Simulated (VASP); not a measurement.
A run of VASP 6.6.1:

The input INCAR:

```
  ALGO = Normal
  EDIFF = 1E-6
  ENCUT = 500
  GGA = PE
  GGA_COMPAT = False
  ISIF = 2
  ISMEAR = 0
  LASPH = True
  LCHARG = False
  LMAXMIX = 6
  LREAL = False
  LWAVE = False
  NBANDS = 31
  NELM = 200
  PREC = Accurate
  SIGMA = 0.1
```

File KPOINTS:

```
k-points
0
Gamma
  6 6 2
```

Contents of POSCAR:

```
HoTeI
1.0
    5.5976775294      0.0000000000      0.0000000000
   -2.7988387647      4.8477309426      0.0000000000
    0.0000000000      0.0000000000      8.3835684379
Ho Te I
2 2 2
Direct
    0.0000000000      0.0000000000      0.5000000000
    0.0000000000      0.0000000000      0.0000000000
    0.3333333333      0.6666666667      0.5000000000
    0.6666666667      0.3333333333      0.5000000000
    0.3333333333      0.6666666667      0.0000000000
    0.6666666667      0.3333333333      0.0000000000
```

Potentials or basis: VASP PAW PBE potentials, release 64 (Ho_3, Te, I), 4f in core.

Run with:

```console
$ cat potpaw_PBE.64/Ho_3/POTCAR potpaw_PBE.64/Te/POTCAR potpaw_PBE.64/I/POTCAR > POTCAR
$ mpirun -np 1 vasp_std > vasp.out
```

Hardware: 1 thread of Intel(R) Xeon(R) 6975P-C (Granite Rapids), on a shared host.

Task: How long does it take, and how much memory?

Result: Run time: 64 s on 1 thread of Intel(R) Xeon(R) 6975P-C (Granite Rapids) (shared host), peak memory 0.37 GiB. Counts: scf iterations 14, k points 14.
